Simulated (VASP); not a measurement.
Crystal: CdSe.

```
CELL_PARAMETERS angstrom
0.00000 3.07027 3.07027
3.07027 0.00000 3.07027
3.07027 3.07027 0.00000
ATOMIC_POSITIONS crystal
Cd 0.00000 0.00000 0.00000
Se 0.75000 0.75000 0.75000
```

```yaml
Program: VASP 6.6.1
Task: relaxation of cell and atoms
Functional: PBE
Potentials_or_basis: VASP PAW PBE potentials, release 64 (Cd, Se)
Cutoff: 600 eV
k_mesh: 6 × 6 × 6
Occupations: gaussian, width 0.01 eV
Spin: no spin polarisation
```

At the start: pressure 1.5 GPa; volume 28.94 Å³/atom.

Task: How do energy, volume and symmetry change on relaxing?

Result: Over 3 steps the energy falls by 4.3 meV/atom and the volume is 29.88 Å³/atom (+3.2 %); space group F-43m (No. 216, to 0.05 Å).

Step by step:
| step | energy change (eV) | largest force (eV/Å) | pressure (GPa) | volume (Å³) |
| --- | --- | --- | --- | --- |
| 1 | 0.0000 | 0.0000 | 1.54 | 57.88 |
| 2 | -0.0081 | 0.0000 | -0.36 | 60.24 |
| 3 | -0.0087 | 0.0000 | 0.01 | 59.75 |

Final structure:
```xyz
2
Lattice="0.0000 3.1029 3.1029 3.1029 0.0000 3.1029 3.1029 3.1029 0.0000" Properties=species:S:1:pos:R:3 pbc="T T T"
Cd    0.0000    0.0000    0.0000
Se    4.6544    4.6544    4.6544
```
